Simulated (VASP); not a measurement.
Here is a VASP 6.6.1 calculation.

File INCAR:

```
SYSTEM = CuSi16
PREC = Accurate
ENCUT = 520
EDIFF = 1E-7
ISMEAR = 0
SIGMA = 0.02
LREAL = Auto
LASPH = .TRUE.
NELM = 80
ALGO = Normal
ISIF = 2
LWAVE = .FALSE.
LCHARG = .FALSE.
GGA = PE
NBANDS = 52
NELECT = 74.0
```

KPOINTS

```
Automatic mesh
0
G
  2 2 2
  0 0 0
```

File POSCAR:

```
CuSi16
1.0
    0.0000000000      5.4300000000      5.4300000000
    5.4300000000      0.0000000000      5.4300000000
    5.4300000000      5.4300000000      0.0000000000
Si Cu
16 1
Direct
   -0.0069653775      0.0059167587      0.0071583794
    0.1229455801      0.1390126151      0.1197505525
   -0.0046242173      0.0062453959      0.4953814917
    0.1365483425      0.0898080110      0.6387895948
   -0.0076077348      0.5136896869     -0.0026922652
    0.1236456722      0.6179745856      0.1340904236
    0.0122199816      0.4614698895      0.5136988029
    0.1252938306      0.6172161142      0.6250179558
    0.4956936464      0.0129008287     -0.0052623389
    0.6178049724      0.1394193370      0.1189232044
    0.5047255985      0.0056701657      0.4943438306
    0.6195596685      0.1394795580      0.6216751381
    0.4959255064      0.5139884899     -0.0031162983
    0.6205869245      0.6393524862      0.1187786372
    0.4974517495      0.5141112339      0.4906395948
    0.6328410681      0.6170451197      0.6245594843
    0.8886247698      0.8326418969      0.3928081952
```

Potentials or basis: VASP PAW PBE potentials, release 64 (Si, Cu).

Command:

```bash
$ cat potpaw_PBE.64/Si/POTCAR potpaw_PBE.64/Cu/POTCAR > POTCAR
$ mpirun -np 1 vasp_std > vasp.out
```

Q: Predict the largest force.

A: 0.035 eV/Å.

Forces in eV/Å, atoms in the order of the input:
```
Si  -0.031  0.016 -0.003
Si   0.023 -0.017  0.009
Si  -0.019  0.024 -0.009
Si   0.016 -0.020  0.007
Si  -0.016  0.004 -0.003
Si   0.008 -0.002 -0.004
Si  -0.028  0.019  0.003
Si   0.017 -0.007  0.008
Si  -0.017  0.005  0.001
Si   0.017 -0.008  0.004
Si  -0.010  0.011 -0.018
Si   0.016 -0.007  0.000
Si  -0.014  0.007  0.003
Si   0.016 -0.005 -0.002
Si  -0.005  0.014 -0.011
Si   0.024 -0.022  0.004
Cu   0.005 -0.012  0.010
```

Caveat: the k points lie up to 0.50 Å⁻¹ apart; the cell carries a net charge on a neutralising background, which shifts energy and pressure.
